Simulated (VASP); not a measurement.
# LiBi: relaxation of cell and atoms with LDA

Crystal: LiBi.

```
Li Bi
1.0
     3.52519    0.00000    0.00000
     0.00000    3.52519    0.00000
     0.00000    0.00000    3.52519
Li Bi
1 1
Direct
  0.00000 0.00000 0.00000
  0.50000 0.50000 0.50000
```

```
Program                : VASP 6.6.1
Task                   : relaxation of cell and atoms
Functional             : LDA
Potentials or basis    : VASP PAW LDA potentials, release 64 (Li_sv, Bi_d)
Cutoff                 : 600 eV
k mesh                 : 7 × 7 × 7
Occupations            : gaussian, width 0.05 eV
Spin                   : no spin polarisation
Dipole correction      : no
Further INCAR settings : ALGO = Normal; EDIFF = 1e-06; IBRION = 2; EDIFFG = -0.02; NSW = 80; ISIF = 3
```

| Quantity | Value |
| --- | --- |
| Pressure after relaxing | 0.0 GPa |
| Band gap on the k mesh | zero (bands 9 and 10 overlap by 4.65 eV) |

Final structure:
```
Li Bi
1.0
     3.52519    0.00000    0.00000
     0.00000    3.52519    0.00000
     0.00000    0.00000    3.52519
Li Bi
1 1
Cartesian
  0.0000 0.0000 0.0000
  1.7626 1.7626 1.7626
```

Levels at points of the mesh, in eV from the Fermi level:
```
           k point  band 5  band 6  band 7  band 8  band 9  band 10  band 11  band 12  band 13
(0.00, 0.00, 0.00)  -22.57  -22.57  -12.55    0.91    0.91     0.91     4.09     5.57     5.57
```

It took 7.5 s on 1 thread of Intel(R) Xeon(R) Platinum 8259CL CPU @ 2.50GHz (Skylake/Cascade Lake) (shared host), peak memory 0.14 GiB.

Caveat: the cutoff is under 1.25 times the usual one of these potentials, so pressure, stress and relaxed cells hold a basis-set (Pulay) error; the relaxation stopped at its first step, so nothing moved; spin-orbit coupling is left out, which moves the levels of the heavy elements.
